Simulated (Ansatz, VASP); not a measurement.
**One calculation of Rb, two programs**

File INCAR:

```
PREC = Accurate
ENCUT = 500
EDIFF = 1E-6
ISMEAR = -1
SIGMA = 0.08
LREAL = F
LASPH = T
NELM = 120
ALGO = Normal
ISIF = 2
LWAVE = F
LCHARG = T
GGA = PE
LELF = T
LVHAR = T
NBANDS = 10
GGA_COMPAT = F
```

The input KPOINTS:

```
Automatic mesh
0
Gamma
  12 12 12
```

File POSCAR:

```
Rb
1.0
    0.0000000000      2.6800226014      2.6800226014
    2.6800226014      0.0000000000      2.6800226014
    2.6800226014      2.6800226014      0.0000000000
Rb
1
Direct
    0.0000000000      0.0000000000      0.0000000000
```

Input for Ansatz:

```yaml
crystal:
  lattice:
    - [0.0, 2.6800226014, 2.6800226014]
    - [2.6800226014, 0.0, 2.6800226014]
    - [2.6800226014, 2.6800226014, 0.0]
  atoms:
    - { symbol: Rb, position: [0.0, 0.0, 0.0] }
kpoints:
  mp_grid: { grid: [12, 12, 12] }
scf:
  occupations: { method: fermi_dirac, width: 0.08 }
hamiltonian:
  xc: pbe
  pseudopotentials: { kind: paw }
output:
  forces: true
  stress: true
  eigenvalues: true
```

Change from the starting cell: volume scaled by 0.422, to set the pressure.

Alike in both runs: task single point; functional PBE; k mesh 12 × 12 × 12; occupations fermi-dirac, width 0.08 eV; no spin polarisation.

```csv
,VASP,Ansatz
version,VASP 6.6.1,Ansatz 0.2.0
potentials or method,"VASP PAW PBE potentials, release 64 (Rb_sv)","PAW with Ansatz's default frozen-core files, scalar-relativistic"
plane-wave cutoff (eV),500,420
valence electrons in the cell,9,9
```

```tsv
	VASP	Ansatz	Ansatz less VASP
pressure (GPa)	10.0	10.0	-0.02
```
